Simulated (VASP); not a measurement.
# Al3Cu2 (P-3m1) in VASP: further runs

Al3Cu2 is run at these levels: PBEsol; tasks: single point.

All numbers are computed with VASP 6.6.1; they aren't measurements. Logs are shortened: lines on timing, memory, paths and dates and some standing lists are left out, and cuts for length are marked.

## 1. The cell of the first run

Symmetry: P-3m1, No. 164, trigonal system. The conventional cell has a = 4.092 Å, b = 4.092 Å, c = 4.993 Å, α = 90.00°, β = 90.00°, γ = 120.00°. Within 3.3 Å of Al (site symmetry -3m) lie 6 Cu at 2.49 Å and 6 Al at 2.94 Å. Al (site symmetry 3m) has 5 Cu at 2.44 to 2.55 Å and 6 Al at 2.80 to 2.94 Å within 3.2 Å. Cu (site symmetry 3m) has 8 Al at 2.44 to 2.55 Å and 3 Cu at 2.85 Å within 3.2 Å.

## 2. Single point, PBEsol

INCAR

```
ALGO = Fast ; EDIFF = 1E-6
ENCUT = 520 ; GGA = PS
ISIF = 2 ; ISMEAR = 0
LASPH = T ; LCHARG = T
LELF = T ; LREAL = F
LVHAR = T ; LWAVE = F
NBANDS = 24 ; NELM = 100
PREC = Accurate ; SIGMA = 0.2
```

KPOINTS

```
k-points
0
Gamma
  12 12 8
```

POSCAR

```
Al3Cu2
1.0
    4.0919516368      0.0000000000      0.0000000000
   -2.0459758184      3.5437340685      0.0000000000
    0.0000000000      0.0000000000      4.9927787000
Al Cu
3 2
Direct
    0.0000000000      0.0000000000      0.0000000000
    0.3333333333      0.6666666667      0.3499253500
    0.6666666667      0.3333333333      0.6500746500
    0.3333333333      0.6666666667      0.8395121300
    0.6666666667      0.3333333333      0.1604878700
```

Potentials or basis: VASP PAW PBE potentials, release 64 (Al, Cu).

Run with:

```
cat potpaw_PBE.64/Al/POTCAR potpaw_PBE.64/Cu/POTCAR > POTCAR
mpirun -np 1 vasp_std > vasp.out
```

OUTCAR:

```text
EDIFF = 1E-6
   ENCUT = 520
   GGA = PS
   ISIF = 2
   ISMEAR = 0
   LASPH = T
   LREAL = F
   NELM = 100
   PREC = Accurate

 ion  position               nearest neighbor table
   1  0.000  0.000  0.000-   4 2.49   5 2.49   4 2.49   5 2.49   5 2.49   4 2.49   2 2.94   3 2.94
                             2 2.94   3 2.94   2 2.94   3 2.94
   2  0.333  0.667  0.350-   4 2.44   5 2.54   5 2.54   5 2.54   4 2.55   3 2.80   3 2.80   3 2.80
                             1 2.94   1 2.94   1 2.94
   3  0.667  0.333  0.650-   5 2.44   4 2.54   4 2.54   4 2.54   5 2.55   2 2.80   2 2.80   2 2.80
                             1 2.94   1 2.94   1 2.94
   4  0.333  0.667  0.840-   2 2.44   1 2.49   1 2.49   1 2.49   3 2.54   3 2.54   3 2.54   2 2.55

   5  0.667  0.333  0.160-   3 2.44   1 2.49   1 2.49   1 2.49   2 2.54   2 2.54   2 2.54   3 2.55

  LATTYP: Found a hexagonal cell.
 ALAT       =     4.0919516368
 C/A-ratio  =     1.2201460680

  Lattice vectors:

 A1 = (   4.0919516368,   0.0000000000,   0.0000000000)
 A2 = (  -2.0459758184,   3.5437340685,   0.0000000000)
 A3 = (   0.0000000000,   0.0000000000,   4.9927787000)

Analysis of symmetry for initial positions (statically):
=====================================================================
 Subroutine PRICEL returns:
 Original cell was already a primitive cell.

 Routine SETGRP: Setting up the symmetry group for a
 hexagonal supercell.

 Subroutine GETGRP returns: Found 12 space group operations
 (whereof 12 operations were pure point group operations)
 out of a pool of 24 trial point group operations.

The static configuration has the point symmetry D_3d.

Analysis of symmetry for dynamics (positions and initial velocities):
=====================================================================
 Subroutine PRICEL returns:
 Original cell was already a primitive cell.

 Routine SETGRP: Setting up the symmetry group for a
 hexagonal supercell.

 Subroutine GETGRP returns: Found 12 space group operations
 (whereof 12 operations were pure point group operations)
 out of a pool of 24 trial point group operations.

The dynamic configuration has the point symmetry D_3d.

 Subroutine INISYM returns: Found 12 space group operations
 (whereof 12 operations are pure point group operations),
 and found     1 'primitive' translations

----------------------------------------------------------------------------------------

                                     Primitive cell

  volume of cell :      72.3992

  direct lattice vectors                    reciprocal lattice vectors
     4.091951637  0.000000000  0.000000000     0.244382165  0.141094109  0.000000000
    -2.045975818  3.543734069  0.000000000     0.000000000  0.282188217  0.000000000
     0.000000000  0.000000000  4.992778700     0.000000000  0.000000000  0.200289270

  length of vectors
     4.091951637  4.091951637  4.992778700     0.282188217  0.282188217  0.200289270

  position of ions in fractional coordinates (direct lattice)
     0.000000000  0.000000000  0.000000000
     0.333333333  0.666666667  0.349925350
     0.666666667  0.333333333  0.650074650
     0.333333333  0.666666667  0.839512130
     0.666666667  0.333333333  0.160487870

  ion indices of the primitive-cell ions
   primitive index   ion index
                 1           1
                 2           2
                 3           3
                 4           4
                 5           5

----------------------------------------------------------------------------------------

 KPOINTS: k-points

Automatic generation of k-mesh.
 Grid dimensions read from file:
 generate k-points for:   12   12    8

 Generating k-lattice:

  Cartesian coordinates                     Fractional coordinates (reciprocal lattice)
     0.020365180  0.011757842  0.000000000     0.083333333  0.000000000  0.000000000
     0.000000000  0.023515685  0.000000000     0.000000000  0.083333333  0.000000000
     0.000000000  0.000000000  0.025036159     0.000000000  0.000000000  0.125000000

  Length of vectors
     0.023515685  0.023515685  0.025036159

  Shift w.r.t. Gamma in fractional coordinates (k-lattice)
     0.000000000  0.000000000  0.000000000

 Subroutine IBZKPT returns following result:
 ===========================================

 Found    131 irreducible k-points:

 Following reciprocal coordinates:
            Coordinates               Weight
  0.000000  0.000000  0.000000      1.000000
  0.083333  0.000000  0.000000      6.000000
  0.166667  0.000000  0.000000      6.000000
  0.250000  0.000000  0.000000      6.000000
  0.333333  0.000000  0.000000      6.000000
  0.416667  0.000000  0.000000      6.000000
[... 16 lines left out ...]
  0.166667  0.000000  0.125000      6.000000
  0.000000  0.166667  0.125000      6.000000
 [... further k-points ...]
   k-points           NKPTS =    131   k-points in BZ     NKDIM =    131   number of bands    NBANDS=     24
   number of dos      NEDOS =    301   number of ions     NIONS =      5
   total plane-waves  NPLWV =  36000
   dimension x,y,z NGX =    30 NGY =   30 NGZ =   40
   dimension x,y,z NGXF=    60 NGYF=   60 NGZF=   80
   ions per type =               3   2
   NGX,Y,Z   is equivalent  to a cutoff of  12.19, 12.19, 13.32 a.u.
   NGXF,Y,Z  is equivalent  to a cutoff of  24.38, 24.38, 26.64 a.u.
 SYSTEM =  unknown system
   PREC   = accura    normal or accurate (medium, high low for compatibility)
   ISTART =      0    job   : 0-new  1-cont  2-samecut
   ICHARG =      2    charge: 1-file 2-atom 10-const
   ISPIN  =      1    spin polarized calculation?
   LNONCOLLINEAR =      F non collinear calculations
   LSORBIT =      F    spin-orbit coupling
   LASPH  =      T    aspherical Exc in radial PAW
   ENCUT  =  520.0 eV  38.22 Ry    6.18 a.u.   7.61  7.61  9.28*2*pi/ulx,y,z
   NELM   =    100;   NELMIN=  2; NELMDL= -5     # of ELM steps
   EDIFF  = 0.1E-05   stopping-criterion for ELM
   LREAL  =      F    real-space projection
   EDIFFG = 0.1E-04   stopping-criterion for IOM
   NSW    =      0    number of steps for IOM
   IBRION =     -1    ionic relax: 0-MD 1-quasi-New 2-CG
   NFREE  =      0    steps in history (QN), initial steepest desc. (CG)
   ISIF   =      2    stress and relaxation
   ISYM   =      2    0-nonsym 1-usesym 2-fastsym
   POTIM  = 0.5000    time-step for ionic-motion
   TEBEG  =    0.0;   TEEND  =   0.0 temperature during run
   PSTRESS=    0.0 pullay stress
   NELECT =      31.0000    total number of electrons
   NUPDOWN=      -1.0000    fix difference up-down
   EMIN   =  10.00;   EMAX   =-10.00  energy-range for DOS
   EFERMI =   0.00;   METHOD = LEGACY
   ISMEAR =     0;   SIGMA  =   0.20  broadening in eV -4-tet -1-fermi 0-gaus
   EFERMI_NEDOS =   21; number of points for ismear=-14 and -15
   IALGO  =     68    algorithm
   IMIX   =      4    mixing-type and parameters
     AMIX     =   0.40;   BMIX     =  1.00
     AMIX_MAG =   1.60;   BMIX_MAG =  1.00
  volume/ion in A,a.u.               =      14.48        97.71
  Fermi-wavevector in a.u.,A,eV,Ry     =   1.233912  2.331755 20.715388  1.522538
  Thomas-Fermi vector in A             =   2.368623
   LORBIT       =      0    0 simple, 1 ext, 2 COOP (PROOUT), +10 PAW based schemes
   GGA     = PS    functional components
   LHFCALC =     F    Hartree Fock is set to
   AEXX    =    0.0000 exact exchange contribution
   IVDW    =     0    specifies the selected vdW correction
   LEPSILON=     F    determine dielectric tensor
   LRPA    =     F    only Hartree local field effects (RPA)
 non-spin polarized calculation
 RMM-DIIS sequential band-by-band and
 Gauss-broadening in eV      SIGMA  =   0.20
  energy-cutoff  :      520.00
  volume of cell :       72.40
 maximum number of plane-waves:      2010
   NGX = 15   NGY = 15   NGZ = 19

 number of electron      30.9999996 magnetization

 Free energy of the ion-electron system (eV)
  ---------------------------------------------------
  ext. energy  EPLUGINS =         0.00000000
  ---------------------------------------------------
  free energy    TOTEN  =       -21.72754873 eV

  energy without entropy =      -21.70184270  energy(sigma->0) =      -21.71469572

 E-fermi :   8.3017     XC(G=0): -11.0718

 val. band max:        8.2905840329   @ k =   0.3333   0.0833   0.0000
 cond. band min:       8.3099157428   @ k =  -0.0833   0.3333   0.1250
 fundamental gap:      0.0193317099
 Fermi energy:         8.3016749914

 k-point     1 :       0.0000    0.0000    0.0000
  band No.  band energies     occupation
      1      -2.9591      2.00000
      2       1.8612      2.00000
      3       2.4072      2.00000
      4       2.9529      2.00000
      5       2.9529      2.00000
      6       3.3094      2.00000
[... 16 lines left out ...]
     23      14.1566      0.00000
     24      14.1566      0.00000

 k-point     2 :       0.0833    0.0000    0.0000
  band No.  band energies     occupation
      1      -2.8764      2.00000
      2       1.9041      2.00000
      3       2.4008      2.00000
      4       2.9716      2.00000
      5       2.9781      2.00000
      6       3.2922      2.00000
[... 16 lines left out ...]
     23      13.8898      0.00000
     24      13.9137      0.00000

 k-point     3 :       0.1667    0.0000    0.0000
  band No.  band energies     occupation
      1      -2.6294      2.00000
      2       2.0162      2.00000
      3       2.3622      2.00000
      4       3.0148      2.00000
      5       3.0509      2.00000
      6       3.2462      2.00000
[... 16 lines left out ...]
     23      13.5280      0.00000
     24      13.8753      0.00000
[... 514 lines left out ...]
 k-point    23 :       0.1667    0.0000    0.1250
  band No.  band energies     occupation
      1      -2.5413      2.00000
      2       1.5249      2.00000
      3       2.5248      2.00000
      4       2.9438      2.00000
      5       3.0376      2.00000
      6       3.2915      2.00000
[... 16 lines left out ...]
     23      13.8414      0.00000
     24      14.4714      0.00000

 k-point    24 :       0.0000    0.1667    0.1250
  band No.  band energies     occupation
      1      -2.5409      2.00000
      2       1.5136      2.00000
      3       2.5042      2.00000
      4       3.0037      2.00000
      5       3.0349      2.00000
      6       3.2400      2.00000
[... 16 lines left out ...]
     23      13.8641      0.00000
     24      14.2774      0.00000

 [... further k-points ...]
[... 5 lines left out ...]
  --------------------------------------------------------------------------------------
  -------------------------------------------------------------------------------------
  Total        0.2322891      0.2322891      0.0666728      0.0000000      0.0000000      0.0000000
  in kB        5.1405019      5.1405019      1.4754524      0.0000000      0.0000000      0.0000000
  external PRESSURE =       3.9188188 kB  Pullay stress =       0.0000000 kB

 VOLUME and BASIS-vectors are now :
 -----------------------------------------------------------------------------
  energy-cutoff  :      520.00
  volume of cell :       72.40
      direct lattice vectors                 reciprocal lattice vectors
     4.091951637  0.000000000  0.000000000     0.244382165  0.141094109  0.000000000
    -2.045975818  3.543734069  0.000000000     0.000000000  0.282188217  0.000000000
     0.000000000  0.000000000  4.992778700     0.000000000  0.000000000  0.200289270

 POSITION                                       TOTAL-FORCE (eV/Angst)
 -----------------------------------------------------------------------------------
      0.00000      0.00000      0.00000         0.000000      0.000000      0.000000
     -0.00000      2.36249      1.74710         0.000000     -0.000000      0.031663
      2.04598      1.18124      3.24568        -0.000000      0.000000     -0.031663
     -0.00000      2.36249      4.19150         0.000000      0.000000      0.064474
      2.04598      1.18124      0.80128        -0.000000      0.000000     -0.064474
 -----------------------------------------------------------------------------------
    total drift:                               -0.000000      0.000000      0.000000

  FREE ENERGIE OF THE ION-ELECTRON SYSTEM (eV)
  ---------------------------------------------------
  free  energy   TOTEN  =       -21.7275487335 eV

  energy  without entropy=      -21.7018426986  energy(sigma->0) =      -21.71469572
```

Wall time 2.7 min (1 thread of Intel Xeon 6975P-C (Granite Rapids), shared host); peak memory 0.32 GiB.

What came out:

- Free energy: -21.7275 eV
- Pressure: 0.4 GPa
- Largest force: 0.064 eV/Å

Forces in eV/Å, atoms in the order of the input:
```
Al   0.000  0.000  0.000
Al   0.000  0.000  0.032
Al   0.000  0.000 -0.032
Cu   0.000  0.000  0.064
Cu   0.000  0.000 -0.064
```

Levels at points of the mesh, in eV from the Fermi level:
```csv
k point,band 11,band 12,band 13,band 14,band 15,band 16,band 17,band 18,band 19,band 20
"(0.00, 0.00, 0.00)",-4.12,-3.68,-3.62,-0.16,-0.16,1.36,1.36,2.56,2.92,5.34
"(0.50, 0.00, 0.00)",-4.27,-4.08,-3.02,-2.98,-2.56,-0.78,-0.06,0.40,3.01,3.83
"(0.00, 0.00, 0.50)",-4.16,-4.16,1.22,1.22,1.35,1.35,1.80,2.45,2.45,2.47
"(0.50, 0.00, 0.50)",-4.30,-4.19,-4.12,-3.51,-1.74,-0.16,0.78,0.97,5.14,5.30
```

Caveat: the PAW data sets were made with another functional, which shifts forces and pressure a little.

## 3. Single point, PBEsol

INCAR

```
SYSTEM = Al3Cu2
PREC     = Accurate       ! precision mode
ENCUT    = 520            ! plane-wave cutoff, eV
EDIFF    = 1E-7           ! SCF threshold, eV
ISMEAR   = -1             ! smearing method
SIGMA    = 0.02           ! smearing width, eV
LREAL    = .False.        ! projectors in reciprocal space
LASPH    = .True.         ! aspherical terms in the spheres
NELM     = 80             ! most SCF steps
ALGO     = Fast           ! electronic algorithm
ISIF     = 2              ! what is computed and relaxed
LWAVE    = .False.        ! write WAVECAR
LCHARG   = .False.        ! write CHGCAR
GGA      = PS             ! functional
NBANDS   = 24             ! bands
```

KPOINTS

```
Automatic mesh
0
Gamma
  12 12 8
  0 0 0
```

POSCAR is that of step 2.

Potentials or basis: VASP PAW PBE potentials, release 64 (Al, Cu).

Run with:

```
cat potpaw_PBE.64/Al/POTCAR potpaw_PBE.64/Cu/POTCAR > POTCAR
mpirun -np 1 vasp_std > vasp.out
```

It took 3.4 min on 1 thread of Intel Xeon 6975P-C (Granite Rapids), shared host; peak memory 0.32 GiB.

The run converged. Its results:

```yaml
Free_energy: -21.7149 eV
Pressure: 0.4 GPa
Largest_force: 0.060 eV/Å
```

Forces in eV/Å, atoms in the order of the input:
```
Al   0.000  0.000  0.000
Al   0.000  0.000  0.031
Al   0.000  0.000 -0.031
Cu   0.000  0.000  0.060
Cu   0.000  0.000 -0.060
```

Stress tensor (GPa, compression positive):
```
0.60 0.00 0.00
0.00 0.60 0.00
0.00 0.00 0.08
```

Levels at points of the mesh, in eV from the Fermi level:
```tsv
k point	band 13	band 14	band 15	band 16	band 17	band 18
(0.00, 0.00, 0.00)	-3.62	-0.16	-0.16	1.36	1.36	2.55
(0.50, 0.00, 0.00)	-3.03	-2.99	-2.56	-0.78	-0.07	0.39
(0.00, 0.00, 0.50)	1.21	1.21	1.35	1.35	1.79	2.44
(0.50, 0.00, 0.50)	-4.13	-3.52	-1.74	-0.16	0.77	0.96
```

Caveat: the PAW data sets were made with another functional, which shifts forces and pressure a little.

## 4. Single point, PBEsol

INCAR

```
SYSTEM = Al3Cu2
  PREC = Accurate
  ENCUT = 520
  EDIFF = 1E-6
  ISMEAR = -1
  SIGMA = 0.05
  LREAL = .False.
  LASPH = .True.
  NELM = 100
  ALGO = Fast
  ISIF = 2
  LWAVE = .False.
  LCHARG = .False.
  GGA = PS
  NBANDS = 24
```

KPOINTS is that of step 3.

POSCAR is that of step 3.

Run with:

```
cat potpaw_PBE.64/Al/POTCAR potpaw_PBE.64/Cu/POTCAR > POTCAR
mpirun -np 1 vasp_std > vasp.out
```

Run time: 3 min. Hardware: 1 thread of Intel Xeon 6975P-C (Granite Rapids), shared host; peak memory 0.32 GiB.

Results (log left out):

```yaml
Free_energy: -21.7197 eV
Pressure: 0.8 GPa
Largest_force: 0.062 eV/Å
```

Forces on the atoms (eV/Å):
```
Al   0.000  0.000  0.000
Al   0.000  0.000  0.032
Al   0.000  0.000 -0.032
Cu   0.000  0.000  0.062
Cu   0.000  0.000 -0.062
```

Stress tensor (GPa, compression positive):
```
0.97 0.00 0.00
0.00 0.97 0.00
0.00 0.00 0.52
```

Levels at points of the mesh, in eV from the Fermi level:
```
           k point  band 11  band 12  band 13  band 14  band 15  band 16  band 17  band 18  band 19  band 20
(0.00, 0.00, 0.00)    -4.13    -3.69    -3.62    -0.16    -0.16     1.36     1.36     2.56     2.92     5.34
(0.50, 0.00, 0.00)    -4.27    -4.08    -3.03    -2.98    -2.56    -0.78    -0.06     0.39     3.01     3.83
(0.00, 0.00, 0.50)    -4.16    -4.16     1.21     1.21     1.35     1.35     1.80     2.44     2.44     2.47
(0.50, 0.00, 0.50)    -4.30    -4.20    -4.12    -3.52    -1.74    -0.16     0.77     0.96     5.13     5.30
```

Caveat: the PAW data sets were made with another functional, which shifts forces and pressure a little.

## 5. Overview

```csv
smearing,further INCAR settings,gap on the mesh (eV),pressure (GPa),largest force (eV/Å)
gaussian 0.2 eV,ALGO = Fast; EDIFF = 1e-06; NBANDS = 24,none,0.4,0.06
fermi-dirac 0.02 eV,ALGO = Fast; EDIFF = 1e-07; NBANDS = 24,none,0.4,0.06
fermi-dirac 0.05 eV,ALGO = Fast; EDIFF = 1e-06; NBANDS = 24,none,0.8,0.06
```

Alike in all rows: task single point; level PBEsol; potentials or basis VASP PAW PBE potentials, release 64 (Al, Cu); no spin polarisation; cell as given; k mesh 12 × 12 × 8; cutoff (eV) 520.

Every run on the cell as given and a fine mesh finds a metal.

Caveats: the PAW data sets were made with another functional, which shifts forces and pressure a little.

Total energies depend on the potentials used, so only differences within one code and one set of settings carry meaning.
